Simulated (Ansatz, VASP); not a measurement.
This is a calculation of ScAl3 for VASP 6.6.1.

File INCAR:

```
PREC = Accurate ; ENCUT = 600
EDIFF = 1E-7 ; ISMEAR = -1
SIGMA = 0.05 ; LREAL = False
LASPH = True ; NELM = 80
ALGO = Normal ; ISIF = 3
LWAVE = False ; LCHARG = False
IBRION = 2 ; NSW = 60
EDIFFG = -0.01
```

KPOINTS

```
regular mesh
0
Gamma
  7 7 7
```

File POSCAR:

```
ScAl3
1.0
    4.0878065700      0.0000000000      0.0000000000
    0.0000000000      4.0878065700      0.0000000000
    0.0000000000      0.0000000000      4.0878065700
Sc Al
1 3
Direct
    0.0000000000      0.0000000000      0.0000000000
    0.5000000000      0.5000000000      0.0000000000
    0.0000000000      0.5000000000      0.5000000000
    0.5000000000      0.0000000000      0.5000000000
```

Potentials or basis: VASP PAW LDA potentials, release 64 (Sc_sv, Al).

The run is started by

```console
$ cat potpaw_LDA.64/Sc_sv/POTCAR potpaw_LDA.64/Al/POTCAR > POTCAR
$ mpirun -np 1 vasp_std > vasp.out
```

Q: Set up the same calculation for Ansatz 0.2.0. Potentials there: Ansatz PAW.

A: As run (the cutoff follows the program's own potentials):

File input.yaml:

```yaml
crystal:
  lattice:
    - [4.08780657, 0.0, 0.0]
    - [0.0, 4.08780657, 0.0]
    - [0.0, 0.0, 4.08780657]
  atoms:
    - { symbol: Sc, position: [0.0, 0.0, 0.0] }
    - { symbol: Al, position: [0.5, 0.5, 0.0] }
    - { symbol: Al, position: [0.0, 0.5, 0.5] }
    - { symbol: Al, position: [0.5, 0.0, 0.5] }
hamiltonian:
  xc: lda
  pseudopotentials: { kind: paw }
kpoints:
  mp_grid: { grid: [7, 7, 7] }
scf:
  occupations: { method: fermi_dirac, width: 0.05 }
output:
  forces: true
  stress: true
relax:
  f_tol: 0.01
  max_steps: 40
  cell: { stress_tol: 0.05 }
```

Potentials or basis: Ansatz PAW.

Command:

```console
$ ansatz run input.yaml --threads 2 --pin off --max-ram 5632MiB --backend cpu --events-out ev --progress --plain --runs-dir out
```

Both were run:

|  | VASP | Ansatz | Ansatz less VASP |
| --- | --- | --- | --- |
| relaxed volume (Å³/atom) | 16.41 | 16.38 | -0.026 |
| relaxed cell length with the largest relative difference (Å) | 4.034 | 4.032 | -0.0022 |

LDA's correlation is that of Perdew and Zunger in VASP and of Perdew and Wang (1992) in Ansatz.

Noted on Ansatz's run: the plane-wave basis is chosen anew once the cell has moved, so the energies of steps on either side of that aren't comparable.
